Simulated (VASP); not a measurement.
PbS: single point with HSE06

The system is PbS.

```
CELL_PARAMETERS angstrom
4.12345 0.00000 0.00000
-2.06173 3.57101 0.00000
0.00000 0.00000 7.33373
ATOMIC_POSITIONS crystal
Pb 0.00000 0.00000 0.00000
Pb 0.00000 0.00000 0.50000
S 0.33333 0.66667 0.25000
S 0.66667 0.33333 0.75000
```

| Quantity | Value |
| --- | --- |
| Program | VASP 6.6.1 |
| Task | single point |
| Functional | HSE06 |
| Potentials or basis | VASP PAW PBE potentials, release 64 (Pb_d, S) |
| Cutoff | 520 eV |
| k mesh | 6 × 6 × 2 |
| Occupations | fermi-dirac, width 0.02 eV |
| Spin | no spin polarisation |

| Item | Value |
| --- | --- |
| Pressure | -0.2 GPa |
| Band gap on the k mesh | 0.33 eV |

Stress tensor (GPa, compression positive):
```
-0.06  0.00  0.00
 0.00 -0.06  0.00
 0.00  0.00 -0.43
```

Levels at points of the mesh, in eV from the valence-band top:
```tsv
k point	band 16	band 17	band 18	band 19	band 20	band 21	band 22	band 23	band 24	band 25
(0.00, 0.00, 0.00)	-2.70	-2.70	-2.25	-2.25	0.00	0.33	3.55	3.55	3.99	3.99
(0.50, 0.00, 0.00)	-5.15	-3.92	-2.41	-2.23	-1.35	0.37	2.12	2.84	4.08	5.13
(0.00, 0.00, 0.50)	-2.47	-2.47	-2.47	-1.99	-1.99	2.85	2.85	3.61	3.61	3.61
(0.50, 0.00, 0.50)	-4.04	-3.38	-3.38	-3.30	-3.30	2.87	2.87	3.09	3.09	3.86
```

It took 41 min on 2 MPI ranks on Intel(R) Xeon(R) Platinum 8259CL CPU @ 2.50GHz (Skylake/Cascade Lake) (shared host), peak memory 0.39 GiB a rank.

Caveat: the k points lie up to 0.43 Å⁻¹ apart; the PAW data sets were made with another functional, which shifts forces and pressure a little; spin-orbit coupling is left out, which moves the levels of the heavy elements. A k mesh can miss the band edges.
